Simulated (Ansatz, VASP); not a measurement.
# One calculation of Si2Ge, two programs

File INCAR:

```
SYSTEM = Si2Ge
PREC = Accurate
ENCUT = 520
EDIFF = 1E-7
ISMEAR = 0
SIGMA = 0.1
LREAL = .FALSE.
LASPH = .TRUE.
NELM = 60
ALGO = Normal
ISIF = 2
LWAVE = .FALSE.
LCHARG = .FALSE.
GGA = PE
NBANDS = 18
```

File KPOINTS:

```
Automatic mesh
0
G
  6 6 4
  0 0 0
```

File POSCAR:

```
Si2Ge
1.0
    2.8609793400      0.0000000000      0.0000000000
   -1.4304896700      2.4776807900      0.0000000000
    0.0000000000      0.0000000000      7.0079395400
Si Ge
2 1
Direct
    0.3333333300      0.6666666700      0.6666666700
    0.6666666700      0.3333333300      0.3333333300
    0.0000000000      0.0000000000      0.0000000000
```

Input for Ansatz:

```yaml
crystal:
  lattice:
    - [2.86097934, 0.0, 0.0]
    - [-1.43048967, 2.47768079, 0.0]
    - [0.0, 0.0, 7.00793954]
  atoms:
    - { symbol: Si, position: [0.33333333, 0.66666667, 0.66666667] }
    - { symbol: Si, position: [0.66666667, 0.33333333, 0.33333333] }
    - { symbol: Ge, position: [0.0, 0.0, 0.0] }
basis:
  ecutwfc: 420
kpoints:
  mp_grid: { grid: [6, 6, 4] }
hamiltonian:
  xc: pbe
scf:
  occupations: { method: gaussian, width: 0.1 }
  lower_state_search: "off"
output:
  forces: true
  stress: true
  eigenvalues: true
```

Alike in both runs: task single point; functional PBE; k mesh 6 × 6 × 4; occupations gaussian, width 0.1 eV; no spin polarisation.

|  | VASP | Ansatz |
| --- | --- | --- |
| version | VASP 6.6.1 | Ansatz 0.2.0 |
| potentials or method | VASP PAW PBE potentials, release 64 (Si, Ge_d), cutoff 520 eV | scalar-relativistic, plane waves, PAW |
| valence electrons in the cell | 22 | 22 |

|  | VASP | Ansatz | Ansatz less VASP |
| --- | --- | --- | --- |
| gap on the k mesh at the Fermi level (eV) | none | none | - |
| pressure (GPa) | -0.5 | -0.5 | -0.02 |
| traceless stress, the component that is largest in VASP (GPa) | -0.05 | -0.05 | +0.001 |
| rms of the force components (eV/Å) | 0.253 | 0.252 | -0.0015 |

Atom by atom the forces differ by 0.001 eV/Å (rms over components). A gap of «none» marks a metal or a gap that the smearing closes.

The k mesh is coarse, so the values compare programs but aren't converged.
